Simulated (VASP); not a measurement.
# BaZrO3 in VASP: further runs, part 3 of 3

VASP 6.6.1.

### Step 5. Single point, PBE

This run uses another cell than the first one, of 13.06 Å³/atom.

Input file INCAR:

```
SYSTEM = BaZrO3
PREC = Accurate
ENCUT = 520
EDIFF = 1E-6
ISMEAR = -1
SIGMA = 0.05
LREAL = .FALSE.
LASPH = .TRUE.
NELM = 60
ALGO = Normal
ISIF = 2
LWAVE = .FALSE.
LCHARG = .FALSE.
GGA = PE
NBANDS = 28
```

Input file KPOINTS:

```
Automatic mesh
0
G
  6 6 6
  0 0 0
```

Input file POSCAR:

```
BaZrO3
1.0
    4.0270393276      0.0000000000      0.0000000000
    0.0000000000      4.0270393276      0.0000000000
    0.0000000000      0.0000000000      4.0270393276
Ba Zr O
1 1 3
Direct
    0.0000000000      0.0000000000      0.0000000000
    0.5000000000      0.5000000000      0.5000000000
    0.5000000000      0.5000000000      0.0000000000
    0.5000000000      0.0000000000      0.5000000000
    0.0000000000      0.5000000000      0.5000000000
```

Potentials or basis: VASP PAW PBE potentials, release 64 (Ba_sv, Zr_sv, O).

Started as:

```sh
$ cat potpaw_PBE.64/Ba_sv/POTCAR potpaw_PBE.64/Zr_sv/POTCAR potpaw_PBE.64/O/POTCAR > POTCAR
$ mpirun -np 1 vasp_std > vasp.out
```

OUTCAR:

```text
SYSTEM = BaZrO3
   PREC = Accurate
   ENCUT = 520
   EDIFF = 1E-6
   ISMEAR = -1
   LREAL = .FALSE.
   LASPH = .TRUE.
   NELM = 60
   ISIF = 2
   GGA = PE

 ion  position               nearest neighbor table
   1  0.000  0.000  0.000-   3 2.85   4 2.85   5 2.85   4 2.85   5 2.85   3 2.85   5 2.85   5 2.85
                             3 2.85   4 2.85   4 2.85   3 2.85   2 3.49   2 3.49   2 3.49   2 3.49
   2  0.500  0.500  0.500-   3 2.01   4 2.01   5 2.01   3 2.01   4 2.01   5 2.01   1 3.49   1 3.49
                             1 3.49   1 3.49   1 3.49   1 3.49   1 3.49   1 3.49
   3  0.500  0.500  0.000-   2 2.01   2 2.01   1 2.85   1 2.85   1 2.85   1 2.85
   4  0.500  0.000  0.500-   2 2.01   2 2.01   1 2.85   1 2.85   1 2.85   1 2.85
   5  0.000  0.500  0.500-   2 2.01   2 2.01   1 2.85   1 2.85   1 2.85   1 2.85

  LATTYP: Found a simple cubic cell.
 ALAT       =     4.0270393276

  Lattice vectors:

 A1 = (   4.0270393276,   0.0000000000,   0.0000000000)
 A2 = (   0.0000000000,   4.0270393276,   0.0000000000)
 A3 = (   0.0000000000,   0.0000000000,   4.0270393276)

Analysis of symmetry for initial positions (statically):
=====================================================================
 Subroutine PRICEL returns:
 Original cell was already a primitive cell.

 Routine SETGRP: Setting up the symmetry group for a
 simple cubic supercell.

 Subroutine GETGRP returns: Found 48 space group operations
 (whereof 48 operations were pure point group operations)
 out of a pool of 48 trial point group operations.

The static configuration has the point symmetry O_h .

Analysis of symmetry for dynamics (positions and initial velocities):
=====================================================================
 Subroutine PRICEL returns:
 Original cell was already a primitive cell.

 Routine SETGRP: Setting up the symmetry group for a
 simple cubic supercell.

 Subroutine GETGRP returns: Found 48 space group operations
 (whereof 48 operations were pure point group operations)
 out of a pool of 48 trial point group operations.

The dynamic configuration has the point symmetry O_h .

 Subroutine INISYM returns: Found 48 space group operations
 (whereof 48 operations are pure point group operations),
 and found     1 'primitive' translations

----------------------------------------------------------------------------------------

                                     Primitive cell

  volume of cell :      65.3067

  direct lattice vectors                    reciprocal lattice vectors
     4.027039328  0.000000000  0.000000000     0.248321389  0.000000000  0.000000000
     0.000000000  4.027039328  0.000000000     0.000000000  0.248321389  0.000000000
     0.000000000  0.000000000  4.027039328     0.000000000  0.000000000  0.248321389

  length of vectors
     4.027039328  4.027039328  4.027039328     0.248321389  0.248321389  0.248321389

  position of ions in fractional coordinates (direct lattice)
     0.000000000  0.000000000  0.000000000
     0.500000000  0.500000000  0.500000000
     0.500000000  0.500000000  0.000000000
     0.500000000  0.000000000  0.500000000
     0.000000000  0.500000000  0.500000000

  ion indices of the primitive-cell ions
   primitive index   ion index
                 1           1
                 2           2
                 3           3
[... 29 lines left out ...]
 Following reciprocal coordinates:
            Coordinates               Weight
  0.000000  0.000000  0.000000      1.000000
  0.166667  0.000000  0.000000      6.000000
  0.333333  0.000000  0.000000      6.000000
  0.500000  0.000000  0.000000      3.000000
  0.166667  0.166667  0.000000     12.000000
  0.333333  0.166667  0.000000     24.000000
[... 12 lines left out ...]
  0.500000  0.500000  0.333333      6.000000
  0.500000  0.500000  0.500000      1.000000
   k-points           NKPTS =     20   k-points in BZ     NKDIM =     20   number of bands    NBANDS=     28
   number of dos      NEDOS =    301   number of ions     NIONS =      5
   total plane-waves  NPLWV =  27000
   dimension x,y,z NGX =    30 NGY =   30 NGZ =   30
   dimension x,y,z NGXF=    60 NGYF=   60 NGZF=   60
   ions per type =               1   1   3
   NGX,Y,Z   is equivalent  to a cutoff of  12.38, 12.38, 12.38 a.u.
   NGXF,Y,Z  is equivalent  to a cutoff of  24.77, 24.77, 24.77 a.u.
 SYSTEM =  BaZrO3
   PREC   = accura    normal or accurate (medium, high low for compatibility)
   ISTART =      0    job   : 0-new  1-cont  2-samecut
   ICHARG =      2    charge: 1-file 2-atom 10-const
   ISPIN  =      1    spin polarized calculation?
   LNONCOLLINEAR =      F non collinear calculations
   LSORBIT =      F    spin-orbit coupling
   LASPH  =      T    aspherical Exc in radial PAW
   ENCUT  =  520.0 eV  38.22 Ry    6.18 a.u.   7.49  7.49  7.49*2*pi/ulx,y,z
   NELM   =     60;   NELMIN=  2; NELMDL= -5     # of ELM steps
   EDIFF  = 0.1E-05   stopping-criterion for ELM
   LREAL  =      F    real-space projection
   EDIFFG = 0.1E-04   stopping-criterion for IOM
   NSW    =      0    number of steps for IOM
   IBRION =     -1    ionic relax: 0-MD 1-quasi-New 2-CG
   NFREE  =      0    steps in history (QN), initial steepest desc. (CG)
   ISIF   =      2    stress and relaxation
   ISYM   =      2    0-nonsym 1-usesym 2-fastsym
   POTIM  = 0.5000    time-step for ionic-motion
   TEBEG  =    0.0;   TEEND  =   0.0 temperature during run
   PSTRESS=    0.0 pullay stress
   NELECT =      40.0000    total number of electrons
   NUPDOWN=      -1.0000    fix difference up-down
   EMIN   =  10.00;   EMAX   =-10.00  energy-range for DOS
   EFERMI =   0.00;   METHOD = LEGACY
   ISMEAR =    -1;   SIGMA  =   0.05  broadening in eV -4-tet -1-fermi 0-gaus
   EFERMI_NEDOS =   21; number of points for ismear=-14 and -15
   IALGO  =     38    algorithm
   IMIX   =      4    mixing-type and parameters
     AMIX     =   0.40;   BMIX     =  1.00
     AMIX_MAG =   1.60;   BMIX_MAG =  1.00
  volume/ion in A,a.u.               =      13.06        88.14
  Fermi-wavevector in a.u.,A,eV,Ry     =   1.390301  2.627289 26.299218  1.932938
  Thomas-Fermi vector in A             =   2.514250
   LORBIT       =      0    0 simple, 1 ext, 2 COOP (PROOUT), +10 PAW based schemes
   GGA     = PE    functional components
   LHFCALC =     F    Hartree Fock is set to
   AEXX    =    0.0000 exact exchange contribution
   IVDW    =     0    specifies the selected vdW correction
   LEPSILON=     F    determine dielectric tensor
   LRPA    =     F    only Hartree local field effects (RPA)
 non-spin polarized calculation
  energy-cutoff  :      520.00
  volume of cell :       65.31
 maximum number of plane-waves:      1791
 NGX is ok and might be reduce to    30
   NGX = 15   NGY = 15   NGZ = 15

 number of electron      39.9999977 magnetization

 Free energy of the ion-electron system (eV)
  ---------------------------------------------------
  ext. energy  EPLUGINS =         0.00000000
  ---------------------------------------------------
  free energy    TOTEN  =       -40.78926877 eV

  energy without entropy =      -40.78926877  energy(sigma->0) =      -40.78926877

 E-fermi :   5.9099     XC(G=0): -11.3902

 val. band max:        4.6956663285   @ k =   0.5000   0.5000   0.5000
 cond. band min:       8.1221326581   @ k =   0.0000   0.0000   0.0000
 fundamental gap:      3.4264663296
 Fermi energy:         5.9098977124

 k-point     1 :       0.0000    0.0000    0.0000
  band No.  band energies     occupation
      1     -41.5779      2.00000
      2     -20.2896      2.00000
      3     -19.9310      2.00000
      4     -19.9310      2.00000
      5     -19.9310      2.00000
      6     -11.8503      2.00000
[... 609 lines left out ...]
     27      14.6569      0.00000
     28      14.6569      0.00000

------------------------ aborting loop because EDIFF is reached ----------------------------------------

  FORCE on cell =-STRESS in cart. coord.  units (eV):
  Direction    XX          YY          ZZ          XY          YZ          ZX
  --------------------------------------------------------------------------------------
  -------------------------------------------------------------------------------------
  Total       12.9323530     12.9323530     12.9323530     -0.0000000      0.0000000     -0.0000000
  in kB      317.2711051    317.2711051    317.2711051     -0.0000000      0.0000000     -0.0000000
  external PRESSURE =     317.2711051 kB  Pullay stress =       0.0000000 kB

 VOLUME and BASIS-vectors are now :
 -----------------------------------------------------------------------------
  energy-cutoff  :      520.00
  volume of cell :       65.31
      direct lattice vectors                 reciprocal lattice vectors
     4.027039328  0.000000000  0.000000000     0.248321389  0.000000000  0.000000000
     0.000000000  4.027039328  0.000000000     0.000000000  0.248321389  0.000000000
     0.000000000  0.000000000  4.027039328     0.000000000  0.000000000  0.248321389

 POSITION                                       TOTAL-FORCE (eV/Angst)
 -----------------------------------------------------------------------------------
      0.00000      0.00000      0.00000         0.000000      0.000000      0.000000
      2.01352      2.01352      2.01352         0.000000      0.000000      0.000000
      2.01352      2.01352      0.00000         0.000000      0.000000      0.000000
      2.01352      0.00000      2.01352         0.000000      0.000000      0.000000
      0.00000      2.01352      2.01352         0.000000      0.000000      0.000000
 -----------------------------------------------------------------------------------
    total drift:                                0.000000      0.000000     -0.000000

  FREE ENERGIE OF THE ION-ELECTRON SYSTEM (eV)
  ---------------------------------------------------
  free  energy   TOTEN  =       -40.7892687656 eV

  energy  without entropy=      -40.7892687656  energy(sigma->0) =      -40.78926877
```

stdout:

```text
POSCAR found type information on POSCAR BaZrO
 POSCAR found :  3 types and       5 ions
 scaLAPACK will be used
 LDA part: xc-table for (Slater+PW92), standard interpolation
 POSCAR, INCAR and KPOINTS ok, starting setup
 FFT: planning ... GRIDC
 FFT: planning ... GRID_SOFT
 FFT: planning ... GRID
 WAVECAR not read
 entering main loop
```

Run time: 43 s. Hardware: 1 thread of Intel Xeon 8259CL, shared host; peak memory 0.19 GiB.

Results:

```
Free energy            : -40.7893 eV
Pressure               : 31.7 GPa
Band gap on the k mesh : 3.43 eV (least direct gap 3.46 eV)
```

Caveat: the cell stands under pressure; spin-orbit coupling is left out, which moves the levels of the heavy elements. PBE gaps usually lie below the measured ones, often by a third to a half.

### Step 6. Overview

| task | level | potentials or basis | spin | cell | k mesh | cutoff (eV) | smearing | dipole correction | tolerance level | purpose | gap on the mesh (eV) | pressure (GPa) | moment (μB) |
| --- | --- | --- | --- | --- | --- | --- | --- | --- | --- | --- | --- | --- | --- |
| single point | PBEsol | VASP PAW PBE potentials, release 64 (Ba_sv, Zr_sv, O) | non-collinear, zero start, SOC | a = 4.191 Å, 5 atoms, atomic positions A | 5 × 5 × 5 | 520 | fermi-dirac 0.05 eV | no | - | - | - | -0.1 | 0.00 |
| single point | LDA | VASP PAW LDA potentials, release 64 (Ba_sv, Zr_sv, O) | non-collinear, zero start, SOC | a = 4.191, b = 4.191, c = 4.233 Å, 5 atoms, atomic positions B | 7 × 7 × 7 | 720 | gaussian 0.03 eV | - | tight | all | - | -5.5 | 0.00 |
| relaxation of the atoms | LAK | VASP PAW PBE potentials, release 64 (Ba_sv, Zr_sv, O) | off | atoms relaxed from a = 4.191 Å, 5 atoms, atomic positions C | 5 × 5 × 5 | 640 | gaussian 0.03 eV | - | standard | geometry | 3.97 | 6.6 | - |
| single point | PBE | VASP PAW PBE potentials, release 64 (Ba_sv, Zr_sv, O) | off | a = 4.027 Å, 5 atoms, atomic positions A | 6 × 6 × 6 | 520 | fermi-dirac 0.05 eV | no | - | - | 3.43 | 31.7 | - |

Caveats: the PAW data sets were made with another functional, which shifts forces and pressure a little (at least some runs); spin-orbit coupling is left out, which moves the levels of the heavy elements (at least some runs); the cell stands under tension (at least some runs); an odd mesh through Γ misses points on the zone boundary, where band edges can lie (at least some runs); the cell stands under pressure (at least some runs).

Total energies depend on the potentials used, so only differences within one code and one set of settings carry meaning.
